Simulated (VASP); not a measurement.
Write the native input for VASP 6.6.1 that does the following.

* Task: single point
* Functional: LDA
* Potentials or basis: VASP PAW LDA potentials, release 64 (Zr_sv, B)
* Cutoff: 520 eV
* k mesh: 6 × 6 × 6
* Occupations: gaussian, width 0.1 eV
* Spin: no spin polarisation
* Dipole correction: no
* Further INCAR settings: ALGO = Normal; EDIFF = 1e-07; NBANDS = 16

The structure of ZrB2 lies in POSCAR:

```
ZrB2
1.0
    3.1675246600      0.0000000000      0.0000000000
   -1.5837623300      2.7431568200      0.0000000000
    0.0000000000      0.0000000000      3.5523880600
Zr B
1 2
Direct
    0.0000000000      0.0000000000      0.0000000000
    0.3333333300      0.6666666700      0.5000000000
    0.6666666700      0.3333333300      0.5000000000
```

One way to write it, as run:

INCAR

```
SYSTEM = ZrB2
ALGO     = Normal         ! electronic algorithm
EDIFF    = 1E-7           ! SCF threshold, eV
ENCUT    = 520            ! plane-wave cutoff, eV
ISIF     = 2              ! what is computed and relaxed
ISMEAR   = 0              ! smearing method
LASPH    = .TRUE.         ! aspherical terms in the spheres
LCHARG   = .TRUE.         ! write CHGCAR
LELF     = .TRUE.         ! ELF
LREAL    = .FALSE.        ! projectors in reciprocal space
LVHAR    = .TRUE.       
LWAVE    = .FALSE.        ! write WAVECAR
NBANDS   = 16             ! bands
NELM     = 100            ! most SCF steps
PREC     = Accurate       ! precision mode
SIGMA    = 0.1            ! smearing width, eV
```

KPOINTS

```
k-points
0
G
  6 6 6
  0 0 0
```

Potentials or basis: VASP PAW LDA potentials, release 64 (Zr_sv, B).

Command:

```console
$ cat potpaw_LDA.64/Zr_sv/POTCAR potpaw_LDA.64/B/POTCAR > POTCAR
$ mpirun -np 1 vasp_std > vasp.out
```

Results of the run:

```yaml
Pressure: -8.9 GPa
Band_gap_on_the_k_mesh: zero (bands 9 and 10 overlap by 1.13 eV)
```

Caveat: the k points lie up to 0.38 Å⁻¹ apart, too coarse for converged energies and pressures of a metal.

Wall time 7 s on 1 thread of Intel(R) Xeon(R) Platinum 8559C (Emerald Rapids) (shared host), peak memory 0.13 GiB.
